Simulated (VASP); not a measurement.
# Pd (I4/mmm) in VASP: a series of runs, part 2 of 2

VASP 6.6.1.

## (5) Single point, PBEsol (strain -0.040 along x and y, +0.000 along z)

INCAR

```
SYSTEM = Pd
ALGO = Fast
EDIFF = 1E-6
ENCUT = 520
GGA = PS
ISIF = 2
ISMEAR = 0
LASPH = .True.
LCHARG = .False.
LREAL = .False.
LWAVE = .False.
NBANDS = 11
NELM = 60
PREC = Accurate
SIGMA = 0.15
```

KPOINTS

```
k-points
0
Gamma
  20 20 20
  0 0 0
```

POSCAR

```
Pd
1.0
    0.0000000000      1.8671040000      1.9449000000
    1.8671040000      0.0000000000      1.9449000000
    1.8671040000      1.8671040000      0.0000000000
Pd
1
Direct
    0.0000000000      0.0000000000      0.0000000000
```

Potentials or basis: VASP PAW PBE potentials, release 64 (Pd).

The run is started by

```console
$ cat potpaw_PBE.64/Pd/POTCAR > POTCAR
$ mpirun -np 1 vasp_std > vasp.out
```

OUTCAR:

```text
SYSTEM = Pd
   EDIFF = 1E-6
   ENCUT = 520
   GGA = PS
   ISIF = 2
   ISMEAR = 0
   LASPH = .True.
   LREAL = .False.
   NELM = 60
   PREC = Accurate

 ion  position               nearest neighbor table
   1  0.000  0.000  0.000-

  LATTYP: Found a body centered tetragonal cell.
 ALAT       =     2.6404837992
 C/A-ratio  =     1.4731391275

  Lattice vectors:

 A1 = (  -1.8671040000,   0.0000000000,   1.9449000000)
 A2 = (   1.8671040000,   0.0000000000,   1.9449000000)
 A3 = (   0.0000000000,   1.8671040000,  -1.9449000000)

Analysis of symmetry for initial positions (statically):
=====================================================================
 Subroutine PRICEL returns:
 Original cell was already a primitive cell.

 Routine SETGRP: Setting up the symmetry group for a
 body centered tetragonal supercell.

 Subroutine GETGRP returns: Found 16 space group operations
 (whereof 16 operations were pure point group operations)
 out of a pool of 16 trial point group operations.

The static configuration has the point symmetry D_4h.

Analysis of symmetry for dynamics (positions and initial velocities):
=====================================================================
 Subroutine PRICEL returns:
 Original cell was already a primitive cell.

 Routine SETGRP: Setting up the symmetry group for a
 body centered tetragonal supercell.

 Subroutine GETGRP returns: Found 16 space group operations
 (whereof 16 operations were pure point group operations)
 out of a pool of 16 trial point group operations.

The dynamic configuration has the point symmetry D_4h.

 Subroutine INISYM returns: Found 16 space group operations
 (whereof 16 operations are pure point group operations),
 and found     1 'primitive' translations

----------------------------------------------------------------------------------------

[... 109 lines left out ...]
     AMIX     =   0.40;   BMIX     =  1.00
     AMIX_MAG =   1.60;   BMIX_MAG =  1.00
  volume/ion in A,a.u.               =      13.56        91.51
  Fermi-wavevector in a.u.,A,eV,Ry     =   1.479063  2.795024 29.764486  2.187628
  Thomas-Fermi vector in A             =   2.593267
   LORBIT       =      0    0 simple, 1 ext, 2 COOP (PROOUT), +10 PAW based schemes
   GGA     = PS    functional components
   LHFCALC =     F    Hartree Fock is set to
   AEXX    =    0.0000 exact exchange contribution
   IVDW    =     0    specifies the selected vdW correction
   LEPSILON=     F    determine dielectric tensor
   LRPA    =     F    only Hartree local field effects (RPA)
 non-spin polarized calculation
 RMM-DIIS sequential band-by-band and
 Gauss-broadening in eV      SIGMA  =   0.15
  energy-cutoff  :      520.00
  volume of cell :       13.56
 maximum number of plane-waves:       379
   NGX =  9   NGY =  9   NGZ =  9

 number of electron      10.0000000 magnetization

 Free energy of the ion-electron system (eV)
  ---------------------------------------------------
  ext. energy  EPLUGINS =         0.00000000
  ---------------------------------------------------
  free energy    TOTEN  =        -5.92018009 eV

  energy without entropy =       -5.89619268  energy(sigma->0) =       -5.90818638

 E-fermi :  11.1108     XC(G=0): -13.9101

 val. band max:       11.1078917060   @ k =   0.4500  -0.0000   0.0000
 cond. band min:      11.1109128251   @ k =   0.4500   0.2000   0.0000
 fundamental gap:      0.0030211190
 Fermi energy:        11.1108017128

 k-point     1 :       0.0000    0.0000    0.0000
  band No.  band energies     occupation
      1       3.1976      2.00000
      2       7.5569      2.00000
      3       8.0014      2.00000
      4       8.0014      2.00000
      5       9.4690      2.00000
      6       9.9463      2.00000
      7      28.2718      0.00000
      8      32.7617      0.00000
      9      33.8830      0.00000
     10      33.8830      0.00000
     11      39.0232      0.00000
[... 309 lines left out ...]
 k-point    24 :      -0.3500    0.0500    0.0000
  band No.  band energies     occupation
      1       5.2649      2.00000
      2       7.7230      2.00000
      3       8.1903      2.00000
      4       9.3872      2.00000
      5      10.4123      2.00000
      6      11.2512      0.18551
      7      22.0313      0.00000
      8      28.2795      0.00000
      9      32.9475      0.00000
     10      35.2030      0.00000
     11      38.1177      0.00000

 [... further k-points ...]
[... 5 lines left out ...]
  --------------------------------------------------------------------------------------
  -------------------------------------------------------------------------------------
  Total        1.5649573      1.5649573      1.2270368      0.0000000     -0.0000000     -0.0000000
  in kB      184.9050494    184.9050494    144.9785872      0.0000000     -0.0000000     -0.0000000
  external PRESSURE =     171.5962287 kB  Pullay stress =       0.0000000 kB

 VOLUME and BASIS-vectors are now :
 -----------------------------------------------------------------------------
  energy-cutoff  :      520.00
  volume of cell :       13.56
      direct lattice vectors                 reciprocal lattice vectors
     0.000000000  1.867104000  1.944900000    -0.267794402  0.267794402  0.257082626
     1.867104000  0.000000000  1.944900000     0.267794402 -0.267794402  0.257082626
     1.867104000  1.867104000  0.000000000     0.267794402  0.267794402 -0.257082626

 POSITION                                       TOTAL-FORCE (eV/Angst)
 -----------------------------------------------------------------------------------
      0.00000      0.00000      0.00000         0.000000      0.000000      0.000000
 -----------------------------------------------------------------------------------
    total drift:                                0.000000      0.000000      0.000000

  FREE ENERGIE OF THE ION-ELECTRON SYSTEM (eV)
  ---------------------------------------------------
  free  energy   TOTEN  =        -5.9201800879 eV

  energy  without entropy=       -5.8961926813  energy(sigma->0) =       -5.90818638
```

OSZICAR:

```text
N       E                     dE             d eps       ncg     rms          rms(c)
DAV:   1     0.420897775886E+02    0.42090E+02   -0.52367E+03 14190   0.864E+02
DAV:   2    -0.576050823084E+01   -0.47850E+02   -0.46349E+02 15800   0.186E+02
DAV:   3    -0.631889962528E+01   -0.55839E+00   -0.55613E+00 16994   0.214E+01
DAV:   4    -0.632106526220E+01   -0.21656E-02   -0.21654E-02 17342   0.139E+00
DAV:   5    -0.632108497731E+01   -0.19715E-04   -0.19716E-04 18627   0.122E-01    0.106E+01
RMM:   6    -0.594730673533E+01    0.37378E+00   -0.45006E-01 15105   0.626E+00    0.485E+00
RMM:   7    -0.592587292794E+01    0.21434E-01   -0.15506E-02 17025   0.138E+00    0.233E+00
RMM:   8    -0.592020840994E+01    0.56645E-02   -0.30726E-03 17043   0.552E-01    0.190E-01
RMM:   9    -0.592016809807E+01    0.40312E-04   -0.32178E-04 18742   0.158E-01    0.377E-02
RMM:  10    -0.592017757643E+01   -0.94784E-05   -0.70070E-05 18567   0.644E-02    0.125E-02
RMM:  11    -0.592017978645E+01   -0.22100E-05   -0.19813E-05 18594   0.293E-02    0.796E-03
RMM:  12    -0.592018008792E+01   -0.30147E-06   -0.45362E-06 15284   0.162E-02
   1 F= -.59201801E+01 E0= -.59081864E+01  d E =-.239874E-01
```

Wall time 77 s (1 thread of Intel Xeon 8259CL, shared host); peak memory 0.21 GiB.

What came out:

| Item | Value |
| --- | --- |
| Free energy | -5.9202 eV |
| Pressure | 17.2 GPa |
| Band gap on the k mesh | zero (bands 5 and 6 overlap by 1.97 eV) |

Caveat: the cell differs from its parent crystal (strain -0.040 along x and y, +0.000 along z); the cell stands under pressure; the PAW data sets were made with another functional, which shifts forces and pressure a little.

## (6) Single point, PBEsol (strain +0.000 along x and y, -0.040 along z)

INCAR

```
PREC = Accurate ; ENCUT = 520
EDIFF = 1E-6 ; ISMEAR = 0
SIGMA = 0.15 ; LREAL = F
LASPH = T ; NELM = 60
ALGO = Normal ; ISIF = 2
LWAVE = F ; LCHARG = F
GGA = PS ; NBANDS = 11
```

KPOINTS

```
regular mesh
0
Gamma
  20 20 20
```

POSCAR

```
Pd
1.0
    0.0000000000      1.9449000000      1.8671040000
    1.9449000000      0.0000000000      1.8671040000
    1.9449000000      1.9449000000      0.0000000000
Pd
1
Direct
    0.0000000000      0.0000000000      0.0000000000
```

Potentials or basis: VASP PAW PBE potentials, release 64 (Pd).

The run is started by

```console
$ cat potpaw_PBE.64/Pd/POTCAR > POTCAR
$ mpirun -np 1 vasp_std > vasp.out
```

Run time: 92 s. Hardware: 1 thread of Intel Xeon 8259CL, shared host; peak memory 0.21 GiB.

Results (log left out):

```yaml
Free_energy: -5.9621 eV
Pressure: 6.3 GPa
Band_gap_on_the_k_mesh: zero (bands 5 and 6 overlap by 1.84 eV)
```

Stress tensor (GPa, compression positive):
```
5.56 0.00 0.00
0.00 5.56 0.00
0.00 0.00 7.90
```

Levels at points of the mesh, in eV from the Fermi level:
| k point | band 2 | band 3 | band 4 | band 5 | band 6 | band 7 | band 8 | band 9 |
| --- | --- | --- | --- | --- | --- | --- | --- | --- |
| (0.00, 0.00, 0.00) | -3.18 | -3.18 | -2.79 | -1.53 | -1.11 | 17.17 | 21.81 | 21.81 |
| (0.50, 0.00, 0.00) | -3.30 | -2.90 | -0.11 | 0.08 | 0.84 | 7.63 | 16.47 | 21.02 |
| (0.50, 0.50, 0.00) | -5.50 | -0.04 | 0.33 | 0.33 | 3.83 | 11.94 | 12.84 | 12.84 |
| (0.50, 0.00, 0.50) | -5.48 | -0.05 | 0.18 | 0.45 | 2.98 | 10.81 | 13.48 | 13.78 |

Caveat: the cell differs from its parent crystal (strain +0.000 along x and y, -0.040 along z); the cell stands under pressure; the PAW data sets were made with another functional, which shifts forces and pressure a little.

## (7) Overview

| cell | gap on the mesh (eV) | pressure (GPa) |
| --- | --- | --- |
| a = 2.586, b = 2.586, c = 2.530 Å, angles 60.7, 60.7, 58.6°, 1 atom | none | 67.6 |
| a = 2.643, b = 2.643, c = 2.530 Å, angles 61.4, 61.4, 57.2°, 1 atom | none | 48.6 |
| a = 2.586, b = 2.586, c = 2.640 Å, angles 59.3, 59.3, 61.4°, 1 atom | none | 47.1 |
| a = 2.696, b = 2.696, c = 2.640 Å, angles 60.7, 60.7, 58.6°, 1 atom | none | 17.2 |
| a = 2.696, b = 2.696, c = 2.751 Å, angles 59.3, 59.3, 61.3°, 1 atom | none | 6.3 |

Alike in all rows: task single point; level PBEsol; potentials or basis VASP PAW PBE potentials, release 64 (Pd); no spin polarisation; k mesh 20 × 20 × 20; cutoff (eV) 520; smearing gaussian 0.15 eV.

Caveats: the cell stands under pressure; the PAW data sets were made with another functional, which shifts forces and pressure a little.

Total energies depend on the potentials used, so only differences within one code and one set of settings carry meaning.
